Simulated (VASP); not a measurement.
# PPt (P6_3mc) in VASP: notebook

The runs below take PPt through single point, with PBE.

Program: VASP 6.6.1. These are calculated values, not measurements. Logs are shortened: lines on timing, memory, paths and dates and some standing lists are left out, and cuts for length are marked.

### 1 The cell of the first run

It takes space group P6_3mc (No. 186, hexagonal). The conventional cell has a = 3.743 Å, b = 3.743 Å, c = 6.354 Å, α = 90.00°, β = 90.00°, γ = 120.00°. Pt (site symmetry 3m) has 4 P at 2.32 to 2.34 Å within 3.1 Å. P (site symmetry 3m) has 4 Pt at 2.32 to 2.34 Å within 3.1 Å.

### 2 Single point, PBE

Input file INCAR:

```
SYSTEM = PPt
PREC = Accurate
ENCUT = 520
EDIFF = 1E-7
ISMEAR = -1
SIGMA = 0.05
LREAL = .FALSE.
LASPH = .TRUE.
NELM = 60
ALGO = Normal
ISIF = 2
LWAVE = .FALSE.
LCHARG = .FALSE.
GGA = PE
NBANDS = 23
```

Input file KPOINTS:

```
regular mesh
0
G
  5 5 3
  0 0 0
```

Input file POSCAR:

```
PPt
1.0
    3.7430278549      0.0000000000      0.0000000000
   -1.8715139275      3.2415572094      0.0000000000
    0.0000000000      0.0000000000      6.3537430000
Pt P
2 2
Direct
    0.3333333333      0.6666666667      0.3718990000
    0.6666666667      0.3333333333      0.8718990000
    0.3333333333      0.6666666667      0.0031030000
    0.6666666667      0.3333333333      0.5031030000
```

Potentials or basis: VASP PAW PBE potentials, release 64 (Pt, P).

Launch:

```
cat potpaw_PBE.64/Pt/POTCAR potpaw_PBE.64/P/POTCAR > POTCAR
mpirun -np 1 vasp_std > vasp.out
```

OUTCAR:

```text
SYSTEM = PPt
   PREC = Accurate
   ENCUT = 520
   EDIFF = 1E-7
   ISMEAR = -1
   LREAL = .FALSE.
   LASPH = .TRUE.
   NELM = 60
   ISIF = 2
   GGA = PE

 ion  position               nearest neighbor table
   1  0.333  0.667  0.372-   4 2.32   4 2.32   4 2.32   3 2.34
   2  0.667  0.333  0.872-   3 2.32   3 2.32   3 2.32   4 2.34
   3  0.333  0.667  0.003-   2 2.32   2 2.32   2 2.32   1 2.34
   4  0.667  0.333  0.503-   1 2.32   1 2.32   1 2.32   2 2.34

  LATTYP: Found a hexagonal cell.
 ALAT       =     3.7430278549
 C/A-ratio  =     1.6974875011

  Lattice vectors:

 A1 = (   3.7430278549,   0.0000000000,   0.0000000000)
 A2 = (  -1.8715139275,   3.2415572094,   0.0000000000)
 A3 = (   0.0000000000,   0.0000000000,   6.3537430000)

Analysis of symmetry for initial positions (statically):
=====================================================================
 Subroutine PRICEL returns:
 Original cell was already a primitive cell.

 Routine SETGRP: Setting up the symmetry group for a
 hexagonal supercell.

 Subroutine GETGRP returns: Found 12 space group operations
 (whereof  6 operations were pure point group operations)
 out of a pool of 24 trial point group operations.

The static configuration has the point symmetry C_3v.
 The point group associated with its full space group is C_6v.

Analysis of symmetry for dynamics (positions and initial velocities):
=====================================================================
 Subroutine PRICEL returns:
 Original cell was already a primitive cell.

 Routine SETGRP: Setting up the symmetry group for a
 hexagonal supercell.

 Subroutine GETGRP returns: Found 12 space group operations
 (whereof  6 operations were pure point group operations)
 out of a pool of 24 trial point group operations.

The dynamic configuration has the point symmetry C_3v.
 The point group associated with its full space group is C_6v.

 Subroutine INISYM returns: Found 12 space group operations
 (whereof  6 operations are pure point group operations),
 and found     1 'primitive' translations

----------------------------------------------------------------------------------------

                                     Primitive cell

  volume of cell :      77.0915

  direct lattice vectors                    reciprocal lattice vectors
[... 74 lines left out ...]
   ENCUT  =  520.0 eV  38.22 Ry    6.18 a.u.   6.96  6.96 11.81*2*pi/ulx,y,z
   NELM   =     60;   NELMIN=  2; NELMDL= -5     # of ELM steps
   EDIFF  = 0.1E-06   stopping-criterion for ELM
   LREAL  =      F    real-space projection
   EDIFFG = 0.1E-05   stopping-criterion for IOM
   NSW    =      0    number of steps for IOM
   IBRION =     -1    ionic relax: 0-MD 1-quasi-New 2-CG
   NFREE  =      0    steps in history (QN), initial steepest desc. (CG)
   ISIF   =      2    stress and relaxation
   ISYM   =      2    0-nonsym 1-usesym 2-fastsym
   POTIM  = 0.5000    time-step for ionic-motion
   TEBEG  =    0.0;   TEEND  =   0.0 temperature during run
   PSTRESS=    0.0 pullay stress
   NELECT =      30.0000    total number of electrons
   NUPDOWN=      -1.0000    fix difference up-down
   EMIN   =  10.00;   EMAX   =-10.00  energy-range for DOS
   EFERMI =   0.00;   METHOD = LEGACY
   ISMEAR =    -1;   SIGMA  =   0.05  broadening in eV -4-tet -1-fermi 0-gaus
   EFERMI_NEDOS =   21; number of points for ismear=-14 and -15
   IALGO  =     38    algorithm
   IMIX   =      4    mixing-type and parameters
     AMIX     =   0.40;   BMIX     =  1.00
     AMIX_MAG =   1.60;   BMIX_MAG =  1.00
  volume/ion in A,a.u.               =      19.27       130.06
  Fermi-wavevector in a.u.,A,eV,Ry     =   1.195216  2.258631 19.436489  1.428542
  Thomas-Fermi vector in A             =   2.331187
   LORBIT       =      0    0 simple, 1 ext, 2 COOP (PROOUT), +10 PAW based schemes
   GGA     = PE    functional components
   LHFCALC =     F    Hartree Fock is set to
   AEXX    =    0.0000 exact exchange contribution
   IVDW    =     0    specifies the selected vdW correction
   LEPSILON=     F    determine dielectric tensor
   LRPA    =     F    only Hartree local field effects (RPA)
 non-spin polarized calculation
  energy-cutoff  :      520.00
  volume of cell :       77.09
 maximum number of plane-waves:      2088
 NGX is ok and might be reduce to    28
   NGX = 13   NGY = 13   NGZ = 23

 number of electron      30.0000001 magnetization

 Free energy of the ion-electron system (eV)
  ---------------------------------------------------
  ext. energy  EPLUGINS =         0.00000000
  ---------------------------------------------------
  free energy    TOTEN  =       -24.31918018 eV

  energy without entropy =      -24.29347561  energy(sigma->0) =      -24.30632789

 E-fermi :   7.1224     XC(G=0): -10.7206

 val. band max:        7.0920362422   @ k =   0.2000   0.0000   0.0000
 cond. band min:       7.2106344785   @ k =   0.4000  -0.0000   0.3333
 fundamental gap:      0.1185982363
 Fermi energy:         7.1224117967

 k-point     1 :       0.0000    0.0000    0.0000
  band No.  band energies     occupation
      1      -5.8724      2.00000
      2      -4.5655      2.00000
      3       1.0363      2.00000
      4       1.0703      2.00000
      5       1.2149      2.00000
      6       1.2149      2.00000
[... 249 lines left out ...]
     22      14.4554      0.00000
     23      15.0135      0.00000

------------------------ aborting loop because EDIFF is reached ----------------------------------------

  FORCE on cell =-STRESS in cart. coord.  units (eV):
  Direction    XX          YY          ZZ          XY          YZ          ZX
  --------------------------------------------------------------------------------------
  -------------------------------------------------------------------------------------
  Total       -0.2872920     -0.2872920      0.0510773      0.0000000     -0.0000000      0.0000000
  in kB       -5.9707337     -5.9707337      1.0615303      0.0000000     -0.0000000      0.0000000
  external PRESSURE =      -3.6266457 kB  Pullay stress =       0.0000000 kB

 VOLUME and BASIS-vectors are now :
 -----------------------------------------------------------------------------
  energy-cutoff  :      520.00
  volume of cell :       77.09
      direct lattice vectors                 reciprocal lattice vectors
     3.743027855  0.000000000  0.000000000     0.267163387  0.154246854  0.000000000
    -1.871513927  3.241557209  0.000000000     0.000000000  0.308493707  0.000000000
     0.000000000  0.000000000  6.353743000     0.000000000  0.000000000  0.157387543

 POSITION                                       TOTAL-FORCE (eV/Angst)
 -----------------------------------------------------------------------------------
     -0.00000      2.16104      2.36295         0.000000      0.000000      0.017690
      1.87151      1.08052      5.53982        -0.000000     -0.000000      0.017690
     -0.00000      2.16104      0.01972        -0.000000     -0.000000     -0.017690
      1.87151      1.08052      3.19659         0.000000      0.000000     -0.017690
 -----------------------------------------------------------------------------------
    total drift:                                0.000000      0.000000      0.000391

  FREE ENERGIE OF THE ION-ELECTRON SYSTEM (eV)
  ---------------------------------------------------
  free  energy   TOTEN  =       -24.3191801819 eV

  energy  without entropy=      -24.2934756053  energy(sigma->0) =      -24.30632789
```

OSZICAR:

```text
N       E                     dE             d eps       ncg     rms          rms(c)
DAV:   1     0.144318389399E+03    0.14432E+03   -0.14204E+04   460   0.119E+03
DAV:   2    -0.199502697523E+02   -0.16427E+03   -0.15419E+03   537   0.237E+02
DAV:   3    -0.257455665600E+02   -0.57953E+01   -0.57272E+01   586   0.435E+01
DAV:   4    -0.258173501248E+02   -0.71784E-01   -0.71752E-01   530   0.545E+00
DAV:   5    -0.258186685349E+02   -0.13184E-02   -0.13183E-02   603   0.739E-01    0.181E+01
DAV:   6    -0.245003594425E+02    0.13183E+01   -0.59318E+00   488   0.192E+01    0.826E+00
DAV:   7    -0.243596978097E+02    0.14066E+00   -0.68727E-01   495   0.705E+00    0.491E+00
DAV:   8    -0.243215244553E+02    0.38173E-01   -0.53305E-02   558   0.147E+00    0.644E-01
DAV:   9    -0.243190360007E+02    0.24885E-02   -0.69434E-03   530   0.643E-01    0.294E-01
DAV:  10    -0.243192186126E+02   -0.18261E-03   -0.97041E-04   551   0.165E-01    0.107E-01
DAV:  11    -0.243191827894E+02    0.35823E-04   -0.93553E-05   544   0.643E-02    0.317E-02
DAV:  12    -0.243191817844E+02    0.10050E-05   -0.46773E-06   583   0.125E-02    0.194E-02
DAV:  13    -0.243191803286E+02    0.14559E-05   -0.27041E-06   551   0.100E-02    0.630E-03
DAV:  14    -0.243191801541E+02    0.17451E-06   -0.50235E-07   544   0.428E-03    0.122E-03
DAV:  15    -0.243191801819E+02   -0.27813E-07   -0.12826E-08   279   0.712E-04
   1 F= -.24319180E+02 E0= -.24306328E+02  d E =-.257046E-01
```

Wall time 45 s (1 thread of Intel Xeon 6975P-C, shared host); peak memory 0.19 GiB.

Results:

- Free energy: -24.3192 eV
- Pressure: -0.4 GPa
- Largest force: 0.018 eV/Å
- Band gap on the k mesh: zero (band 15 reaches 9.32 eV, above the bottom of band 16 at 6.33 eV)

Forces on the atoms (eV/Å):
```
Pt   0.000  0.000  0.018
Pt   0.000  0.000  0.018
P    0.000  0.000 -0.018
P    0.000  0.000 -0.018
```

Caveat: the k points lie up to 0.39 Å⁻¹ apart; spin-orbit coupling is left out, which moves the levels of the heavy elements.

### 3 Single point, PBE

This run uses another cell than the first one, of 14.79 Å³/atom, 0.767 times its volume.

Input file INCAR:

```
SYSTEM = PPt
PREC = Accurate
ENCUT = 520
EDIFF = 1E-7
ISMEAR = -1
SIGMA = 0.05
LREAL = .False.
LASPH = .True.
NELM = 60
ALGO = Normal
ISIF = 2
LWAVE = .False.
LCHARG = .False.
GGA = PE
NBANDS = 23
```

Input file KPOINTS:

```
regular mesh
0
Gamma
  8 8 4
  0 0 0
```

Input file POSCAR:

```
PPt
1.0
    3.0236630763      0.0000000000      0.0000000000
   -1.5118315382      2.6185690365      0.0000000000
    0.0000000000      0.0000000000      7.4695590260
Pt P
2 2
Direct
    0.3333333333      0.6666666667      0.3399734911
    0.6666666667      0.3333333333      0.8399734911
    0.3333333333      0.6666666667      0.0350285089
    0.6666666667      0.3333333333      0.5350285089
```

Potentials or basis: VASP PAW PBE potentials, release 64 (Pt, P).

Launch:

```
cat potpaw_PBE.64/Pt/POTCAR potpaw_PBE.64/P/POTCAR > POTCAR
mpirun -np 1 vasp_std > vasp.out
```

OUTCAR:

```text
SYSTEM = PPt
   PREC = Accurate
   ENCUT = 520
   EDIFF = 1E-7
   ISMEAR = -1
   LREAL = .False.
   LASPH = .True.
   NELM = 60
   ISIF = 2
   GGA = PE

 ion  position               nearest neighbor table
   1  0.333  0.667  0.340-   4 2.27   4 2.27   4 2.27   3 2.28
   2  0.667  0.333  0.840-   3 2.27   3 2.27   3 2.27   4 2.28
   3  0.333  0.667  0.035-   2 2.27   2 2.27   2 2.27   1 2.28
   4  0.667  0.333  0.535-   1 2.27   1 2.27   1 2.27   2 2.28

  LATTYP: Found a hexagonal cell.
 ALAT       =     3.0236630763
 C/A-ratio  =     2.4703675104
[... 824 lines left out ...]
  --------------------------------------------------------------------------------------
  -------------------------------------------------------------------------------------
  Total       10.9888502     10.9888502     10.9570625     -0.0000000      0.0000000      0.0000000
  in kB      297.6942508    297.6942508    296.8331048     -0.0000000      0.0000000      0.0000000
  external PRESSURE =     297.4072022 kB  Pullay stress =       0.0000000 kB

 VOLUME and BASIS-vectors are now :
 -----------------------------------------------------------------------------
  energy-cutoff  :      520.00
  volume of cell :       59.14
      direct lattice vectors                 reciprocal lattice vectors
     3.023663076  0.000000000  0.000000000     0.330724679  0.190943982  0.000000000
    -1.511831538  2.618569036  0.000000000     0.000000000  0.381887965  0.000000000
     0.000000000  0.000000000  7.469559026     0.000000000  0.000000000  0.133876712

 POSITION                                       TOTAL-FORCE (eV/Angst)
 -----------------------------------------------------------------------------------
     -0.00000      1.74571      2.53945        -0.000000     -0.000000      0.012509
      1.51183      0.87286      6.27423         0.000000      0.000000      0.012509
     -0.00000      1.74571      0.26165        -0.000000      0.000000     -0.012509
      1.51183      0.87286      3.99643         0.000000     -0.000000     -0.012509
 -----------------------------------------------------------------------------------
    total drift:                               -0.000000     -0.000000     -0.000030

  FREE ENERGIE OF THE ION-ELECTRON SYSTEM (eV)
  ---------------------------------------------------
  free  energy   TOTEN  =       -23.2411420099 eV

  energy  without entropy=      -23.2359632368  energy(sigma->0) =      -23.23855262
```

stdout:

```text
POSCAR found type information on POSCAR PtP
 POSCAR found :  2 types and       4 ions
 scaLAPACK will be used
 LDA part: xc-table for (Slater+PW92), standard interpolation
 POSCAR, INCAR and KPOINTS ok, starting setup
 FFT: planning ... GRIDC
 FFT: planning ... GRID_SOFT
 FFT: planning ... GRID
 WAVECAR not read
 entering main loop
```

It took 33 s on 1 thread of Intel Xeon Platinum 8259CL at 2.50GHz (Skylake/Cascade Lake), shared host; peak memory 0.19 GiB.

What came out:

```
Free energy            : -23.2411 eV
Pressure               : 29.7 GPa
Largest force          : 0.013 eV/Å
Band gap on the k mesh : zero (band 15 reaches 14.65 eV, above the bottom of band 16 at 10.00 eV)
```

Forces on the atoms (eV/Å):
```
Pt   0.000  0.000  0.013
Pt   0.000  0.000  0.013
P    0.000  0.000 -0.013
P    0.000  0.000 -0.013
```

Levels at points of the mesh, in eV from the Fermi level:
```
           k point  band 12  band 13  band 14  band 15  band 16  band 17  band 18  band 19
(0.00, 0.00, 0.00)    -3.85    -3.85    -2.19     2.83     2.88     2.88     4.52     4.52
(0.50, 0.00, 0.00)    -2.19    -2.13    -2.10    -0.66    -0.12     0.35     3.64     4.50
(0.00, 0.00, 0.50)    -3.99    -3.99    -3.99     3.59     3.59     3.59     3.59     5.09
(0.50, 0.00, 0.50)    -2.11    -1.93    -1.93    -0.38    -0.38     1.77     1.77     3.64
```

Caveat: spin-orbit coupling is left out, which moves the levels of the heavy elements.
